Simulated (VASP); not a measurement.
Runs of VASP 6.6.1 on Ga3AsP2. The structure is that of space group Imm2 (No. 44), or close to it. The cells are those of the table. 

| level | cell | k mesh | gap on the mesh (eV) | pressure (GPa) | largest force (eV/Å) |
| --- | --- | --- | --- | --- | --- |
| r2SCAN | a = 6.624 Å, angles 146.4, 60.0, 131.8°, 6 atoms | 6 × 6 × 6 | 1.67 | (a) | 0.04 |
| PBE | a = 6.972 Å, angles 146.4, 60.0, 131.8°, 6 atoms | 6 × 6 × 6 | 0.59 | -3.5 | (b) |
| r2SCAN | a = 6.694 Å, angles 146.4, 60.0, 131.8°, 6 atoms | 6 × 6 × 6 | 1.73 | 2.7 | 0.02 |
| PBE | a = 6.762 Å, angles 146.4, 60.0, 131.8°, 6 atoms | 8 × 8 × 8 | 1.31 | 2.6 | 0.07 |

Alike in all rows: task single point; potentials or basis VASP PAW PBE potentials, release 64 (P, Ga_d, As); no spin polarisation; cutoff (eV) 520; smearing gaussian 0.01 eV.

Problem. Estimate the missing entries.

Solution. (a) 5.9; (b) 0.03.

Caveats: the PAW data sets were made with another functional, which shifts forces and pressure a little (some runs).

A k mesh can miss the band edges, and the runs leave out spin-orbit coupling on As, Ga.
